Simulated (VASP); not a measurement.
# Ga (P2_1/m) in VASP: notebook

Aim: see how the results for Ga move with the level of theory and the settings. Levels: LDA, PBEsol, PBE, PBE+D3(BJ). Tasks: single point.

Program: VASP 6.6.1. These are calculated values, not measurements. Logs are shortened: lines on timing, memory, paths and dates and some standing lists are left out, and cuts for length are marked.

### Step 1. The cell of the first run

Symmetry: P2_1/m, No. 11, monoclinic system. The conventional cell has a = 2.747 Å, b = 3.184 Å, c = 4.196 Å, α = 90.00°, β = 108.83°, γ = 90.00°. Within 3.5 Å of Ga (site symmetry m) lie 10 Ga at 2.66 to 3.18 Å.

### Step 2. Single point, LDA

Contents of INCAR:

```
  ALGO = Fast
  EDIFF = 1E-6
  ENCUT = 520
  GGA = CA
  ISIF = 2
  ISMEAR = -1
  LASPH = T
  LCHARG = T
  LELF = T
  LREAL = F
  LVHAR = T
  LWAVE = F
  NBANDS = 20
  NELM = 80
  PREC = Accurate
  SIGMA = 0.05
```

Contents of KPOINTS:

```
k-points
0
Gamma
  10 8 7
```

Contents of POSCAR:

```
Ga
1.0
    2.7470977471      0.0000000000     -0.0223174277
    0.0000000000      3.1836835300      0.0000000000
   -1.3603365731      0.0000000000      3.9821915693
Ga
2
Direct
    0.1287895866      0.7500000000      0.7684720990
    0.8712104134      0.2500000000      0.2315279010
```

Potentials or basis: VASP PAW LDA potentials, release 64 (Ga_d).

Started as:

```bash
$ cat potpaw_LDA.64/Ga_d/POTCAR > POTCAR
$ mpirun -np 1 vasp_std > vasp.out
```

OUTCAR:

```text
EDIFF = 1E-6
   ENCUT = 520
   GGA = CA
   ISIF = 2
   ISMEAR = -1
   LASPH = T
   LREAL = F
   NELM = 80
   PREC = Accurate

 ion  position               nearest neighbor table
   1  0.129  0.750  0.768-   2 2.66   2 2.66   2 2.78   2 2.78   2 2.80   2 2.80
   2  0.871  0.250  0.232-   1 2.66   1 2.66   1 2.78   1 2.78   1 2.80   1 2.80

  LATTYP: Found a simple monoclinic cell.
 ALAT       =     2.7471883990
 B/A-ratio  =     1.1588879493
 C/A-ratio  =     1.5272623865
 COS(beta)  =    -0.3228433182

  Lattice vectors:

 A1 = (   2.7470977471,   0.0000000000,  -0.0223174277)
 A2 = (   0.0000000000,  -3.1836835300,   0.0000000000)
 A3 = (  -1.3867611740,   0.0000000000,  -3.9598741416)

Analysis of symmetry for initial positions (statically):
=====================================================================
 Subroutine PRICEL returns:
 Original cell was already a primitive cell.

 Routine SETGRP: Setting up the symmetry group for a
 simple monoclinic supercell.

 Subroutine GETGRP returns: Found  4 space group operations
 (whereof  2 operations were pure point group operations)
 out of a pool of  4 trial point group operations.

The static configuration has the point symmetry S_2 .
 The point group associated with its full space group is C_2h.

Analysis of symmetry for dynamics (positions and initial velocities):
=====================================================================
 Subroutine PRICEL returns:
 Original cell was already a primitive cell.

 Routine SETGRP: Setting up the symmetry group for a
 simple monoclinic supercell.

 Subroutine GETGRP returns: Found  4 space group operations
 (whereof  2 operations were pure point group operations)
 out of a pool of  4 trial point group operations.

The dynamic configuration has the point symmetry S_2 .
 The point group associated with its full space group is C_2h.

 Subroutine INISYM returns: Found  4 space group operations
 (whereof  2 operations are pure point group operations),
 and found     1 'primitive' translations

----------------------------------------------------------------------------------------

                                     Primitive cell

  volume of cell :      34.7312

  direct lattice vectors                    reciprocal lattice vectors
     2.747097747  0.000000000 -0.022317428     0.365033579  0.000000000  0.124697298
     0.000000000  3.183683530  0.000000000     0.000000000  0.314101572  0.000000000
    -1.360336573  0.000000000  3.982191569     0.002045761  0.000000000  0.251816846

  length of vectors
     2.747188399  3.183683530  4.208130854     0.385744644  0.314101572  0.251825156

  position of ions in fractional coordinates (direct lattice)
     0.128789587  0.750000000  0.768472099
     0.871210413  0.250000000  0.231527901

  ion indices of the primitive-cell ions
   primitive index   ion index
                 1           1
                 2           2

----------------------------------------------------------------------------------------

 KPOINTS: k-points

Automatic generation of k-mesh.
 Grid dimensions read from file:
 generate k-points for:   10    8    7

 Generating k-lattice:

  Cartesian coordinates                     Fractional coordinates (reciprocal lattice)
     0.036503358  0.000000000  0.012469730     0.100000000  0.000000000  0.000000000
     0.000000000  0.039262696  0.000000000     0.000000000  0.125000000  0.000000000
     0.000292252  0.000000000  0.035973835    -0.000000000  0.000000000  0.142857143

  Length of vectors
     0.038574464  0.039262696  0.035975022

  Shift w.r.t. Gamma in fractional coordinates (k-lattice)
     0.000000000  0.000000000  0.000000000

 Subroutine IBZKPT returns following result:
 ===========================================

 Found    180 irreducible k-points:

 Following reciprocal coordinates:
            Coordinates               Weight
  0.000000  0.000000  0.000000      1.000000
  0.100000  0.000000  0.000000      2.000000
  0.200000  0.000000  0.000000      2.000000
  0.300000  0.000000  0.000000      2.000000
  0.400000  0.000000  0.000000      2.000000
  0.500000  0.000000  0.000000      1.000000
[... 16 lines left out ...]
  0.400000  0.375000  0.000000      4.000000
  0.500000  0.375000  0.000000      2.000000
 [... further k-points ...]
   k-points           NKPTS =    180   k-points in BZ     NKDIM =    180   number of bands    NBANDS=     20
   number of dos      NEDOS =    301   number of ions     NIONS =      2
   total plane-waves  NPLWV =  15360
   dimension x,y,z NGX =    20 NGY =   24 NGZ =   32
   dimension x,y,z NGXF=    40 NGYF=   48 NGZF=   64
   ions per type =               2
   NGX,Y,Z   is equivalent  to a cutoff of  12.10, 12.53, 12.64 a.u.
   NGXF,Y,Z  is equivalent  to a cutoff of  24.21, 25.06, 25.28 a.u.
 SYSTEM =  unknown system
   PREC   = accura    normal or accurate (medium, high low for compatibility)
   ISTART =      0    job   : 0-new  1-cont  2-samecut
   ICHARG =      2    charge: 1-file 2-atom 10-const
   ISPIN  =      1    spin polarized calculation?
   LNONCOLLINEAR =      F non collinear calculations
   LSORBIT =      F    spin-orbit coupling
   LASPH  =      T    aspherical Exc in radial PAW
   ENCUT  =  520.0 eV  38.22 Ry    6.18 a.u.   5.11  5.92  7.82*2*pi/ulx,y,z
   NELM   =     80;   NELMIN=  2; NELMDL= -5     # of ELM steps
   EDIFF  = 0.1E-05   stopping-criterion for ELM
   LREAL  =      F    real-space projection
   EDIFFG = 0.1E-04   stopping-criterion for IOM
   NSW    =      0    number of steps for IOM
   IBRION =     -1    ionic relax: 0-MD 1-quasi-New 2-CG
   NFREE  =      0    steps in history (QN), initial steepest desc. (CG)
   ISIF   =      2    stress and relaxation
   ISYM   =      2    0-nonsym 1-usesym 2-fastsym
   POTIM  = 0.5000    time-step for ionic-motion
   TEBEG  =    0.0;   TEEND  =   0.0 temperature during run
   PSTRESS=    0.0 pullay stress
   NELECT =      26.0000    total number of electrons
   NUPDOWN=      -1.0000    fix difference up-down
   EMIN   =  10.00;   EMAX   =-10.00  energy-range for DOS
   EFERMI =   0.00;   METHOD = LEGACY
   ISMEAR =    -1;   SIGMA  =   0.05  broadening in eV -4-tet -1-fermi 0-gaus
   EFERMI_NEDOS =   21; number of points for ismear=-14 and -15
   IALGO  =     68    algorithm
   IMIX   =      4    mixing-type and parameters
     AMIX     =   0.40;   BMIX     =  1.00
     AMIX_MAG =   1.60;   BMIX_MAG =  1.00
  volume/ion in A,a.u.               =      17.37       117.19
  Fermi-wavevector in a.u.,A,eV,Ry     =   1.486482  2.809043 30.063808  2.209628
  Thomas-Fermi vector in A             =   2.599762
   LORBIT       =      0    0 simple, 1 ext, 2 COOP (PROOUT), +10 PAW based schemes
   GGA     = CA    functional components
   LHFCALC =     F    Hartree Fock is set to
   AEXX    =    0.0000 exact exchange contribution
   IVDW    =     0    specifies the selected vdW correction
   LEPSILON=     F    determine dielectric tensor
   LRPA    =     F    only Hartree local field effects (RPA)
 non-spin polarized calculation
 RMM-DIIS sequential band-by-band and
  energy-cutoff  :      520.00
  volume of cell :       34.73
 maximum number of plane-waves:       948
   NGX = 11   NGY = 11   NGZ = 15

 number of electron      25.9999988 magnetization

 Free energy of the ion-electron system (eV)
  ---------------------------------------------------
  ext. energy  EPLUGINS =         0.00000000
  ---------------------------------------------------
  free energy    TOTEN  =        -7.18002030 eV

  energy without entropy =       -7.17587777  energy(sigma->0) =       -7.17794904

 E-fermi :   6.0501     XC(G=0): -11.7096

 val. band max:        6.0393294559   @ k =  -0.4000   0.2500   0.2857
 cond. band min:       6.0843698003   @ k =   0.3000   0.1250   0.0000
 fundamental gap:      0.0450403444
 Fermi energy:         6.0500822768

 k-point     1 :       0.0000    0.0000    0.0000
  band No.  band energies     occupation
      1      -9.2908      2.00000
      2      -9.2695      2.00000
      3      -9.2137      2.00000
      4      -9.2059      2.00000
      5      -8.9212      2.00000
      6      -8.9097      2.00000
[... 12 lines left out ...]
     19      17.5454      0.00000
     20      19.3196      0.00000

 k-point     2 :       0.1000    0.0000    0.0000
  band No.  band energies     occupation
      1      -9.2746      2.00000
      2      -9.2615      2.00000
      3      -9.1987      2.00000
      4      -9.1586      2.00000
      5      -8.9357      2.00000
      6      -8.9285      2.00000
[... 12 lines left out ...]
     19      18.1007      0.00000
     20      21.0998      0.00000

 k-point     3 :       0.2000    0.0000    0.0000
  band No.  band energies     occupation
      1      -9.2416      2.00000
      2      -9.2381      2.00000
      3      -9.1456      2.00000
      4      -9.0685      2.00000
      5      -8.9792      2.00000
      6      -8.9659      2.00000
[... 12 lines left out ...]
     19      18.3066      0.00000
     20      22.1968      0.00000

 k-point     4 :       0.3000    0.0000    0.0000
  band No.  band energies     occupation
      1      -9.2204      2.00000
      2      -9.2012      2.00000
      3      -9.1055      2.00000
      4      -9.0792      2.00000
      5      -9.0443      2.00000
      6      -8.9195      2.00000
[... 12 lines left out ...]
     19      18.5338      0.00000
     20      20.7302      0.00000

 k-point     5 :       0.4000    0.0000    0.0000
  band No.  band energies     occupation
      1      -9.2065      2.00000
      2      -9.1984      2.00000
      3      -9.1107      2.00000
      4      -9.0998      2.00000
      5      -9.0892      2.00000
      6      -8.9272      2.00000
[... 12 lines left out ...]
     19      17.6425      0.00000
     20      19.0924      0.00000
[... 353 lines left out ...]
      6      -8.9905      2.00000
[... 12 lines left out ...]
     19      16.1499      0.00000
     20      17.7637      0.00000

 k-point    22 :       0.3000    0.3750    0.0000
  band No.  band energies     occupation
      1      -9.2486      2.00000
      2      -9.1860      2.00000
      3      -9.1339      2.00000
      4      -9.0600      2.00000
      5      -8.9824      2.00000
      6      -8.9683      2.00000
[... 12 lines left out ...]
     19      14.2597      0.00000
     20      16.4492      0.00000

 k-point    23 :       0.4000    0.3750    0.0000
  band No.  band energies     occupation
      1      -9.2663      2.00000
      2      -9.1864      2.00000
      3      -9.1806      2.00000
      4      -9.1095      2.00000
      5      -8.9813      2.00000
      6      -8.9286      2.00000
[... 12 lines left out ...]
     19      14.8112      0.00000
     20      17.8216      0.00000

 k-point    24 :       0.5000    0.3750    0.0000
  band No.  band energies     occupation
      1      -9.2735      2.00000
      2      -9.2067      2.00000
      3      -9.1630      2.00000
      4      -9.1484      2.00000
      5      -8.9840      2.00000
      6      -8.9102      2.00000
[... 12 lines left out ...]
     19      16.8276      0.00000
     20      17.5970      0.00000

 [... further k-points ...]

------------------------ aborting loop because EDIFF is reached ----------------------------------------

  FORCE on cell =-STRESS in cart. coord.  units (eV):
  Direction    XX          YY          ZZ          XY          YZ          ZX
  --------------------------------------------------------------------------------------
  -------------------------------------------------------------------------------------
  Total        0.0353724      0.0258483      0.0262683      0.0000000      0.0000000      0.0070011
  in kB        1.6317579      1.1924044      1.2117798      0.0000000      0.0000000      0.3229683
  external PRESSURE =       1.3453140 kB  Pullay stress =       0.0000000 kB

 VOLUME and BASIS-vectors are now :
 -----------------------------------------------------------------------------
  energy-cutoff  :      520.00
  volume of cell :       34.73
      direct lattice vectors                 reciprocal lattice vectors
     2.747097747  0.000000000 -0.022317428     0.365033579  0.000000000  0.124697298
     0.000000000  3.183683530  0.000000000     0.000000000  0.314101572  0.000000000
    -1.360336573  0.000000000  3.982191569     0.002045761  0.000000000  0.251816846

 POSITION                                       TOTAL-FORCE (eV/Angst)
 -----------------------------------------------------------------------------------
     -0.69158      2.38776      3.05733        -0.006272      0.000000      0.001219
      2.07834      0.79592      0.90255         0.006272     -0.000000     -0.001219
 -----------------------------------------------------------------------------------
    total drift:                               -0.000000     -0.000000     -0.000000

  FREE ENERGIE OF THE ION-ELECTRON SYSTEM (eV)
  ---------------------------------------------------
  free  energy   TOTEN  =        -7.1800203044 eV

  energy  without entropy=       -7.1758777688  energy(sigma->0) =       -7.17794904
```

Wall time 47 s (1 thread of AMD EPYC 9R45 (Zen 5), shared host); peak memory 0.17 GiB.

What came out:

```yaml
Free_energy: -7.1800 eV
Pressure: 0.1 GPa
Largest_force: 0.006 eV/Å
Band_gap_on_the_k_mesh: zero (band 13 reaches 10.72 eV, above the bottom of band 14 at 1.73 eV)
```

Forces in eV/Å, atoms in the order of the input:
```
Ga  -0.006  0.000  0.001
Ga   0.006  0.000 -0.001
```

Levels at points of the mesh, in eV from the Fermi level:
```tsv
k point	band 9	band 10	band 11	band 12	band 13	band 14	band 15	band 16	band 17	band 18
(0.00, 0.00, 0.00)	-14.90	-14.74	-11.77	-2.38	-1.56	2.22	6.17	9.27	10.39	11.10
(0.50, 0.00, 0.00)	-14.80	-14.78	-6.44	-5.47	-1.76	-0.09	6.68	6.83	9.35	9.72
(0.00, 0.50, 0.00)	-14.82	-14.82	-7.95	-7.95	1.71	1.71	2.61	2.61	11.79	11.79
(0.50, 0.50, 0.00)	-14.78	-14.78	-2.90	-2.90	-1.66	-1.66	2.02	2.02	4.47	4.47
```

(Continued in part 2 of 3.)
